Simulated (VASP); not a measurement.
# BN (P6_3mc) in VASP: notebook

The runs below take BN through relaxation of shape and atoms at fixed volume, with PBE.

Program: VASP 6.6.1. These are calculated values, not measurements. Logs are shortened: lines on timing, memory, paths and dates and some standing lists are left out, and cuts for length are marked.

## (1) The cell of the first run

The structure is hexagonal, space group P6_3mc (No. 186). Conventional cell: a = 2.475 Å, b = 2.475 Å, c = 4.095 Å, α = 90.00°, β = 90.00°, γ = 120.00°. Within 2.0 Å of B (site symmetry 3m) lie 4 N at 1.52 to 1.53 Å. N (site symmetry 3m) has 4 B at 1.52 to 1.53 Å within 2.0 Å.

## (2) Relaxation of shape and atoms at fixed volume, PBE (volume scaled by 0.91)

INCAR

```
SYSTEM = BN
PREC = Accurate
ENCUT = 600
EDIFF = 1E-6
ISMEAR = 0
SIGMA = 0.02
LREAL = .FALSE.
LASPH = .TRUE.
NELM = 60
ALGO = Normal
ISIF = 4
LWAVE = .FALSE.
LCHARG = .FALSE.
GGA = PE
IBRION = 2
NSW = 50
EDIFFG = -0.01
```

KPOINTS

```
Automatic mesh
0
G
  12 12 6
  0 0 0
```

POSCAR

```
BN
1.0
    2.4750980364      0.0000000000      0.0000000000
   -1.2375490182      2.1434977763      0.0000000000
    0.0000000000      0.0000000000      4.0950202863
B N
2 2
Direct
    0.3333333333      0.6666666667      0.3129193450
    0.6666666667      0.3333333333      0.8129193450
    0.6666666667      0.3333333333      0.1870806550
    0.3333333333      0.6666666667      0.6870806550
```

Potentials or basis: VASP PAW PBE potentials, release 64 (B, N).

Launch:

```sh
$ cat potpaw_PBE.64/B/POTCAR potpaw_PBE.64/N/POTCAR > POTCAR
$ mpirun -np 1 vasp_std > vasp.out
```

OUTCAR:

```text
SYSTEM = BN
   PREC = Accurate
   ENCUT = 600
   EDIFF = 1E-6
   ISMEAR = 0
   LREAL = .FALSE.
   LASPH = .TRUE.
   NELM = 60
   ISIF = 4
   GGA = PE
   IBRION = 2
   NSW = 50
   EDIFFG = -0.01

 ion  position               nearest neighbor table
   1  0.333  0.667  0.313-   3 1.52   3 1.52   3 1.52   4 1.53
   2  0.667  0.333  0.813-   4 1.52   4 1.52   4 1.52   3 1.53
   3  0.667  0.333  0.187-   1 1.52   1 1.52   1 1.52   2 1.53
   4  0.333  0.667  0.687-   2 1.52   2 1.52   2 1.52   1 1.53

  LATTYP: Found a hexagonal cell.
 ALAT       =     2.4750980364
 C/A-ratio  =     1.6544881157

  Lattice vectors:

 A1 = (   2.4750980364,   0.0000000000,   0.0000000000)
 A2 = (  -1.2375490182,   2.1434977763,   0.0000000000)
 A3 = (   0.0000000000,   0.0000000000,   4.0950202863)

Analysis of symmetry for initial positions (statically):
=====================================================================
 Subroutine PRICEL returns:
 Original cell was already a primitive cell.

 Routine SETGRP: Setting up the symmetry group for a
 hexagonal supercell.

 Subroutine GETGRP returns: Found 12 space group operations
 (whereof  6 operations were pure point group operations)
 out of a pool of 24 trial point group operations.

The static configuration has the point symmetry C_3v.
 The point group associated with its full space group is C_6v.

Analysis of symmetry for dynamics (positions and initial velocities):
=====================================================================
 Subroutine PRICEL returns:
 Original cell was already a primitive cell.

 Routine SETGRP: Setting up the symmetry group for a
 hexagonal supercell.

 Subroutine GETGRP returns: Found 12 space group operations
 (whereof  6 operations were pure point group operations)
 out of a pool of 24 trial point group operations.

The dynamic configuration has the point symmetry C_3v.
 The point group associated with its full space group is C_6v.

 Subroutine INISYM returns: Found 12 space group operations
 (whereof  6 operations are pure point group operations),
 and found     1 'primitive' translations

----------------------------------------------------------------------------------------

                                     Primitive cell

  volume of cell :      21.7256
[... 105 lines left out ...]
   NUPDOWN=      -1.0000    fix difference up-down
   EMIN   =  10.00;   EMAX   =-10.00  energy-range for DOS
   EFERMI =   0.00;   METHOD = LEGACY
   ISMEAR =     0;   SIGMA  =   0.02  broadening in eV -4-tet -1-fermi 0-gaus
   EFERMI_NEDOS =   21; number of points for ismear=-14 and -15
   IALGO  =     38    algorithm
   IMIX   =      4    mixing-type and parameters
     AMIX     =   0.40;   BMIX     =  1.00
     AMIX_MAG =   1.60;   BMIX_MAG =  1.00
  volume/ion in A,a.u.               =       5.43        36.65
  Fermi-wavevector in a.u.,A,eV,Ry     =   1.478397  2.793765 29.737667  2.185657
  Thomas-Fermi vector in A             =   2.592683
   LORBIT       =      0    0 simple, 1 ext, 2 COOP (PROOUT), +10 PAW based schemes
   GGA     = PE    functional components
   LHFCALC =     F    Hartree Fock is set to
   AEXX    =    0.0000 exact exchange contribution
   IVDW    =     0    specifies the selected vdW correction
   LEPSILON=     F    determine dielectric tensor
   LRPA    =     F    only Hartree local field effects (RPA)
 conjugate gradient relaxation of ions
 non-spin polarized calculation
 Gauss-broadening in eV      SIGMA  =   0.02
  energy-cutoff  :      600.00
  volume of cell :       21.73
 maximum number of plane-waves:       756
 NGX is ok and might be reduce to    20
   NGX =  9   NGY =  9   NGZ = 17

--------------------------------------- Ionic step        1  -------------------------------------------

 number of electron      15.9999999 magnetization

 Free energy of the ion-electron system (eV)
  ---------------------------------------------------
  ext. energy  EPLUGINS =         0.00000000
  ---------------------------------------------------
  free energy    TOTEN  =       -34.57205158 eV

  energy without entropy =      -34.57205158  energy(sigma->0) =      -34.57205158

------------------------ aborting loop because EDIFF is reached ----------------------------------------

  FORCE on cell =-STRESS in cart. coord.  units (eV):
  Direction    XX          YY          ZZ          XY          YZ          ZX
  --------------------------------------------------------------------------------------
  -------------------------------------------------------------------------------------
  Total        5.6702647      5.6702647      5.7038110     -0.0000000      0.0000000     -0.0000000
  in kB      418.1599305    418.1599305    420.6338376     -0.0000000      0.0000000     -0.0000000
  external PRESSURE =     418.9845662 kB  Pullay stress =       0.0000000 kB
[... 63 lines left out ...]
--------------------------------------- Ionic step        3  -------------------------------------------

 number of electron      15.9999999 magnetization

 Free energy of the ion-electron system (eV)
  ---------------------------------------------------
  ext. energy  EPLUGINS =         0.00000000
  ---------------------------------------------------
  free energy    TOTEN  =       -34.57208331 eV

  energy without entropy =      -34.57208331  energy(sigma->0) =      -34.57208331

 E-fermi :   8.8093     XC(G=0): -13.2319

 val. band max:        8.6638068825   @ k =   0.0000   0.0000   0.0000
 cond. band min:      13.6568676526   @ k =   0.3333   0.3333   0.0000
 fundamental gap:      4.9930607702
 Fermi energy:         8.8092509649

 k-point     1 :       0.0000    0.0000    0.0000
  band No.  band energies     occupation
      1     -12.7652      2.00000
      2      -8.2123      2.00000
      3      -3.1081      2.00000
      4       6.3463      2.00000
      5       6.3463      2.00000
      6       8.3161      2.00000
      7       8.6638      2.00000
      8       8.6638      2.00000
      9      17.3645      0.00000
     10      17.3645      0.00000
     11      17.7352      0.00000
     12      19.2496      0.00000
[... 331 lines left out ...]
 k-point    24 :       0.3333   -0.0000    0.1667
  band No.  band energies     occupation
      1     -10.1317      2.00000
      2      -7.0805      2.00000
      3      -0.8122      2.00000
      4       0.7396      2.00000
      5       2.3372      2.00000
      6       3.9772      2.00000
      7       5.9041      2.00000
      8       6.5888      2.00000
      9      15.8720      0.00000
     10      17.3456      0.00000
     11      20.0764      0.00000
     12      20.3365      0.00000

 [... further k-points ...]
[... 5 lines left out ...]
  --------------------------------------------------------------------------------------
  -------------------------------------------------------------------------------------
  Total        5.6702101      5.6702101      5.6978303      0.0000000      0.0000000      0.0000000
  in kB      418.1559019    418.1559019    420.1927893      0.0000000      0.0000000      0.0000000
  external PRESSURE =     418.8348644 kB  Pullay stress =       0.0000000 kB
[... 19 lines left out ...]
  FREE ENERGIE OF THE ION-ELECTRON SYSTEM (eV)
  ---------------------------------------------------
  free  energy   TOTEN  =       -34.5720833107 eV

  energy  without entropy=      -34.5720833107  energy(sigma->0) =      -34.57208331

 reached required accuracy - stopping structural energy minimisation
```

CONTCAR:

```text
BN
   1.00000000000000
     2.4749703798523166    0.0000000000000000   -0.0000000000000000
    -1.2374851899261583    2.1433872224825983    0.0000000000000000
     0.0000000000000000    0.0000000000000000    4.0954427314719855
  B               N
     2     2
Direct
     0.3333333332999970    0.6666666667000030    0.3130477645052044
     0.6666666667000030    0.3333333332999970    0.8130477645052044
     0.6666666667000030    0.3333333332999970    0.1869522354947956
     0.3333333332999970    0.6666666667000030    0.6869522354947956

  0.00000000E+00  0.00000000E+00  0.00000000E+00
  0.00000000E+00  0.00000000E+00  0.00000000E+00
  0.00000000E+00  0.00000000E+00  0.00000000E+00
  0.00000000E+00  0.00000000E+00  0.00000000E+00
```

It took 27 s on 1 thread of Intel Xeon Platinum 8488C (Sapphire Rapids), shared host; peak memory 0.15 GiB.

What came out:

| Quantity | Value |
| --- | --- |
| Free energy | -34.5721 eV |
| Energy gained by relaxing | 0.0 meV/atom |
| Ionic steps | 3 |
| Pressure after relaxing | 41.9 GPa |
| Band gap on the k mesh | 4.99 eV, indirect (least direct gap 8.66 eV) |

Final structure:
```
B N
1.0
     2.47497    0.00000    0.00000
    -1.23749    2.14339    0.00000
     0.00000    0.00000    4.09544
B N
2 2
Direct
  0.33333 0.66667 0.31305
  0.66667 0.33333 0.81305
  0.66667 0.33333 0.18695
  0.33333 0.66667 0.68695
```

 A k mesh can miss the band edges.

(Continued in part 2 of 2.)
